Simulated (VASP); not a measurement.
# ZnS (F-43m) in VASP: a series of runs, part 2 of 2

VASP 6.6.1. The steps go on from the part before.

### Step 5. Vibrations by perturbation theory, PBEsol

This run uses another cell than the first one, of 19.72 Å³/atom, 1.075 times its volume.

Input file INCAR:

```
SYSTEM = ZnS
PREC = Accurate ; ENCUT = 500
EDIFF = 1E-8 ; ISMEAR = 0
SIGMA = 0.01 ; LREAL = .FALSE.
LASPH = .TRUE. ; NELM = 120
ALGO = Normal ; ISIF = 2
LWAVE = .FALSE. ; LCHARG = .FALSE.
GGA = PS ; NBANDS = 16
IBRION = 8 ; NSW = 1
GGA_COMPAT = .FALSE.
```

Input file KPOINTS:

```
Automatic mesh
0
G
  8 8 8
  0 0 0
```

Input file POSCAR:

```
ZnS
1.0
    2.7018131403      2.7018131403      0.0000000000
   -2.7018131403      2.7018131403      0.0000000000
    0.0000000000      2.7018131403      2.7018131403
Zn S
1 1
Direct
    0.7500000000      0.2500000000      0.5000000000
    0.0000000000      0.0000000000      0.0000000000
```

Potentials or basis: VASP PAW PBE potentials, release 64 (Zn, S).

Started as:

```
$ cat potpaw_PBE.64/Zn/POTCAR potpaw_PBE.64/S/POTCAR > POTCAR
$ mpirun -np 1 vasp_std > vasp.out
```

OUTCAR:

```text
SYSTEM = ZnS
   PREC = Accurate
   ENCUT = 500
   EDIFF = 1E-8
   ISMEAR = 0
   LREAL = .FALSE.
   LASPH = .TRUE.
   NELM = 120
   ISIF = 2
   GGA = PS
   IBRION = 8
   NSW = 1

 ion  position               nearest neighbor table
   1  0.750  0.250  0.500-   2 2.34   2 2.34   2 2.34   2 2.34
   2  0.000  0.000  0.000-   1 2.34   1 2.34   1 2.34   1 2.34

  LATTYP: Found a face centered cubic cell.
 ALAT       =     5.4036262806

  Lattice vectors:

 A1 = (   0.0000000000,   2.7018131403,   2.7018131403)
 A2 = (   2.7018131403,   0.0000000000,   2.7018131403)
 A3 = (   2.7018131403,   2.7018131403,   0.0000000000)

Analysis of symmetry for initial positions (statically):
=====================================================================
 Subroutine PRICEL returns:
 Original cell was already a primitive cell.

 Routine SETGRP: Setting up the symmetry group for a
 face centered cubic supercell.

 Subroutine GETGRP returns: Found 24 space group operations
 (whereof 24 operations were pure point group operations)
 out of a pool of 48 trial point group operations.

The static configuration has the point symmetry T_d .

Analysis of symmetry for dynamics (positions and initial velocities):
=====================================================================
 Subroutine PRICEL returns:
 Original cell was already a primitive cell.

 Routine SETGRP: Setting up the symmetry group for a
 face centered cubic supercell.
[... 642 lines left out ...]
      0.00000      0.00000      0.00000         0.000000     -0.000000      0.000000
 -----------------------------------------------------------------------------------
    total drift:                               -0.000000      0.000000     -0.000000

  FREE ENERGIE OF THE ION-ELECTRON SYSTEM (eV)
  ---------------------------------------------------
  free  energy   TOTEN  =        -7.5834343254 eV

  energy  without entropy=       -7.5834343254  energy(sigma->0) =       -7.58343433

[... ionic steps 2 to 3 ...]

--------------------------------------- Ionic step        4  -------------------------------------------

------------------------ aborting loop because EDIFF is reached ----------------------------------------

[... ionic steps 5 to 6 ...]

--------------------------------------- Ionic step        7  -------------------------------------------

 Free energy of the ion-electron system (eV)
  ---------------------------------------------------
  ---------------------------------------------------
  free energy    TOTEN  =        -0.10487295 eV

  energy without entropy =       -0.10487295

------------------------ aborting loop because EDIFF is reached ----------------------------------------

 INTERNAL STRAIN TENSOR  FOR ION    2  DIRECTION 1   (eV/Angst):
 -----------------------------------------------------------------------------
     0.04902 -0.00000 -0.00000
     0.00000 -0.05036 -4.98863
    -0.00000 -4.98863 -0.05036

 INTERNAL STRAIN TENSOR FOR ION    2 for displacements in x,y,z  (eV/Angst):
          X           Y           Z          XY          YZ          ZX
  --------------------------------------------------------------------------------
  x     0.00000    -0.00000    -0.00000     0.00000    -4.98863     0.00000
  y    -0.00000     0.00000    -0.00000    -0.00000     0.00000    -4.98863
  z    -0.00000    -0.00000     0.00000    -4.98863    -0.00000     0.00000

 SECOND DERIVATIVES (NOT SYMMETRIZED)
 ------------------------------------
               1X          1Y          1Z          2X          2Y          2Z
  1X    -5.619945    0.000000   -0.000000    5.619945   -0.000000    0.000000
  1Y    -0.000000   -5.619945    0.000000    0.000000    5.619945   -0.000000
  1Z    -0.000000    0.000000   -5.619945    0.000000   -0.000000    5.619945
  2X     5.612113   -0.000000    0.000000   -5.612113    0.000000   -0.000000
  2Y     0.000000    5.612113   -0.000000   -0.000000   -5.612113    0.000000
  2Z     0.000000   -0.000000    5.612113   -0.000000    0.000000   -5.612113

 Eigenvectors and eigenvalues of the dynamical matrix
 ----------------------------------------------------

   1 f  =    7.986194 THz    50.178739 2PiTHz  266.390767 cm-1    33.028231 meV
             X         Y         Z           dx          dy          dz
      1.350907  4.052720  1.350907    -0.573880   -0.000000   -0.000000
      0.000000  0.000000  0.000000     0.818939    0.000000   -0.000000
[... 21 lines left out ...]
   6 f/i=    0.002617 THz     0.016445 2PiTHz    0.087302 cm-1     0.010824 meV
             X         Y         Z           dx          dy          dz
      1.350907  4.052720  1.350907     0.801192   -0.060430   -0.158435
      0.000000  0.000000  0.000000     0.561443   -0.042347   -0.111025

--------------------------------------------------------------------------------------------------------

 ELASTIC MODULI CONTR FROM IONIC RELAXATION (kBar)
 Direction    XX          YY          ZZ          XY          YZ          ZX
 --------------------------------------------------------------------------------
 XX          -0.0000      0.0000      0.0000     -0.0000      0.0000     -0.0000
 YY           0.0000     -0.0000      0.0000     -0.0000     -0.0000      0.0000
 ZZ           0.0000      0.0000     -0.0000      0.0000     -0.0000     -0.0000
 XY          -0.0000     -0.0000      0.0000   -179.7543     -0.0000     -0.0000
 YZ           0.0000     -0.0000     -0.0000     -0.0000   -179.7543     -0.0000
 ZX          -0.0000      0.0000     -0.0000     -0.0000     -0.0000   -179.7543
 --------------------------------------------------------------------------------
```

Wall time 1.8 min (1 thread of Intel Xeon Platinum 8559C (Emerald Rapids), shared host); peak memory 0.27 GiB.

Results:

```
Highest phonon frequency at Γ, LO-TO splitting left out : 266 cm⁻¹
```

Phonon frequencies in cm⁻¹ (negative: imaginary):
| q point | frequencies |
| --- | --- |
| (0.000, 0.000, 0.000) | 0 0 0 266 266 266 |

Caveat: the cell wasn't relaxed at this level first, which shifts response properties; the PAW data sets were made with another functional, which shifts forces and pressure a little.
